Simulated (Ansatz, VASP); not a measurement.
**One calculation of GaP, two programs**

Contents of INCAR:

```
SYSTEM = GaP
  PREC = Accurate
  ENCUT = 520
  EDIFF = 1E-7
  ISMEAR = -1
  SIGMA = 0.02
  LREAL = .FALSE.
  LASPH = .TRUE.
  NELM = 100
  ALGO = Normal
  ISIF = 2
  LWAVE = .FALSE.
  LCHARG = .FALSE.
  GGA = PE
  NBANDS = 16
```

KPOINTS

```
regular mesh
0
G
  8 8 8
  0 0 0
```

File POSCAR:

```
GaP
1.0
    0.0000000000      2.6163833159      2.6163833159
    2.6163833159      0.0000000000      2.6163833159
    2.6163833159      2.6163833159      0.0000000000
Ga P
1 1
Direct
    0.0000000000      0.0000000000      0.0000000000
    0.2500000000      0.2500000000      0.2500000000
```

Input for Ansatz:

```yaml
crystal:
  lattice:
    - [0.0, 2.6163833159, 2.6163833159]
    - [2.6163833159, 0.0, 2.6163833159]
    - [2.6163833159, 2.6163833159, 0.0]
  atoms:
    - { symbol: Ga, position: [0.0, 0.0, 0.0] }
    - { symbol: P, position: [0.25, 0.25, 0.25] }
kpoints:
  mp_grid: { grid: [8, 8, 8] }
  band_path:
    path:
      - [0.0, 0.0, 0.0]
      - [-0.5, -0.5, 0.0]
      - [-0.375, -0.375, 0.25]
      - [-0.375, 0.0, 0.375]
      - [0.0, 0.0, 0.5]
      - [-0.5, -0.25, 0.25]
      - [0.0, 0.4375, 0.4375]
    npoints: 1
hamiltonian:
  xc: pbe
scf:
  occupations: { method: fermi_dirac, width: 0.02 }
  n_extra_bands: 4
output:
  forces: true
  stress: true
  eigenvalues: true
```

Change from the starting cell: hydrostatic strain -4.0%.

Alike in both runs: task single point; functional PBE; k mesh 8 × 8 × 8; occupations fermi-dirac, width 0.02 eV; no spin polarisation.

|  | VASP | Ansatz |
| --- | --- | --- |
| version | VASP 6.6.1 | Ansatz 0.2.0 |
| potentials or method | VASP PAW PBE potentials, release 64 (Ga_d, P) | plane waves, PAW |
| plane-wave cutoff (eV) | 520 | 420 |
| valence electrons in the cell | 18 | 18 |

```tsv
	VASP	Ansatz	Ansatz less VASP
gap on the k mesh at the Fermi level (eV)	1.37	1.37	-0.001
pressure (GPa)	16.4	16.5	+0.14
```
